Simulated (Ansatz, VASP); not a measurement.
# RuCl: VASP beside Ansatz

```
Ru Cl
1.0
     0.00000    2.53845    2.53845
     2.53845    0.00000    2.53845
     2.53845    2.53845    0.00000
Ru Cl
1 1
Direct
  0.00000 0.00000 0.00000
  0.50000 0.50000 0.50000
```

Change from the starting cell: species swapped into the LuSb type (Fm-3m, No. 225).

Alike in both runs: functional PBE; k mesh 20 × 20 × 20; occupations gaussian, width 0.1 eV; collinear spin.

Ansatz relaxed the structure, and its values are those at the end. VASP's run is a single point on that final structure, the one shown.

|  | VASP | Ansatz |
| --- | --- | --- |
| version | VASP 6.6.1 | Ansatz 0.2.0 |
| potentials or method | VASP PAW PBE potentials, release 64 (Ru_pv, Cl), cutoff 520 eV | scalar-relativistic, plane waves, PAW |
| valence electrons in the cell | 21 | 23 |

```tsv
	VASP	Ansatz	Ansatz less VASP
gap on the k mesh at the Fermi level (eV)	none	none	-
pressure (GPa)	0.2	0.0	-0.19
net moment per atom (μB)	0.61	0.61	-0.003
size of the moment on the site where the two differ most (μB)	1.11	1.02	-0.099
```

Site moments also hang on the region over which each program counts them. A gap of «none» marks a metal or a gap that the smearing closes. The functional is the same, so the differences come from potentials, cutoffs and numerics. VASP's potentials hold 21 valence electrons a cell and Ansatz's 23, so a difference there can come from the potentials and not from the codes.
